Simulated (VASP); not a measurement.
Set up this calculation in VASP 6.6.1, as the native input.

| Quantity | Value |
| --- | --- |
| Task | relaxation of cell and atoms |
| Functional | r2SCAN |
| Potentials or basis | VASP PAW PBE potentials, release 64 (Cd, O) |
| Cutoff | 600 eV |
| k mesh | 9 × 9 × 6 |
| Occupations | fermi-dirac, width 0.1 eV |
| Spin | no spin polarisation |
| Target pressure | 5 GPa |
| Dipole correction | no |
| Further INCAR settings | ALGO = Normal; EDIFF = 1e-06; IBRION = 2; EDIFFG = -0.005; NSW = 80; ISIF = 3 |

CdO2:

```
Cd O
1.0
     3.47623    0.00000    0.00000
    -1.73812    3.01050    0.00000
     0.00000    0.00000    4.14808
Cd O
1 2
Cartesian
  0.0000 0.0000 0.0000
  1.7381 1.0035 3.1350
  0.0000 2.0070 1.0130
```

These files were run (other wordings do the same):

POSCAR

```
CdO2
1.0
    3.4762300000      0.0000000000      0.0000000000
   -1.7381150000      3.0105034894      0.0000000000
    0.0000000000      0.0000000000      4.1480760000
Cd O
1 2
Direct
    0.0000000000      0.0000000000      0.0000000000
    0.6666666667      0.3333333333      0.7557810000
    0.3333333333      0.6666666667      0.2442190000
```

INCAR.step1

```
  PREC = Accurate
  ENCUT = 600
  ISMEAR = -1
  SIGMA = 0.1
  LREAL = False
  LASPH = True
  NELM = 80
  GGA = PE
  ALGO = Normal
  EDIFF = 1E-4
  LWAVE = True
  LCHARG = False
```

INCAR.step2

```
  PREC = Accurate
  ENCUT = 600
  EDIFF = 1E-6
  ISMEAR = -1
  SIGMA = 0.1
  LREAL = False
  LASPH = True
  NELM = 80
  ALGO = Normal
  ISIF = 3
  LWAVE = False
  LCHARG = False
  METAGGA = R2SCAN
  LMIXTAU = True
  IBRION = 2
  NSW = 80
  EDIFFG = -0.005
  PSTRESS = 50.0
  ISTART = 1
```

KPOINTS

```
Automatic mesh
0
Gamma
  9 9 6
```

Potentials or basis: VASP PAW PBE potentials, release 64 (Cd, O).

Run with:

```bash
$ cat potpaw_PBE.64/Cd/POTCAR potpaw_PBE.64/O/POTCAR > POTCAR
$ cp INCAR.step1 INCAR
$ mpirun -np 1 vasp_std > vasp.out
$ cp INCAR.step2 INCAR
$ mpirun -np 1 vasp_std > vasp.out
```

Results of the run:

```
Relaxed volume                                             : 11.48 Å³/atom
Relaxed cell                                               : a = 3.368 Å, b = 3.368 Å, c = 3.508 Å, α = 90.00°, β = 90.00°, γ = 120.00°
Space group after relaxing (to 0.1 Å)                      : P-3m1 (No. 164)
Energy change on relaxing (the run minimises the enthalpy) : -71.0 meV/atom
Ionic steps                                                : 21
Pressure after relaxing                                    : 5.0 GPa
Band gap on the k mesh                                     : zero (bands 12 and 13 overlap by 1.58 eV)
```

Caveat: the cell is relaxed towards a set pressure, so the run minimises the enthalpy, not the energy; the volume moved by over 15 % at a fixed basis, so the end points are rough; the PAW data sets were made with another functional, which shifts forces and pressure a little.

Run time: 41 min on 1 thread of Intel(R) Xeon(R) Platinum 8259CL CPU @ 2.50GHz (Skylake/Cascade Lake), on a shared host, peak memory 0.22 GiB.
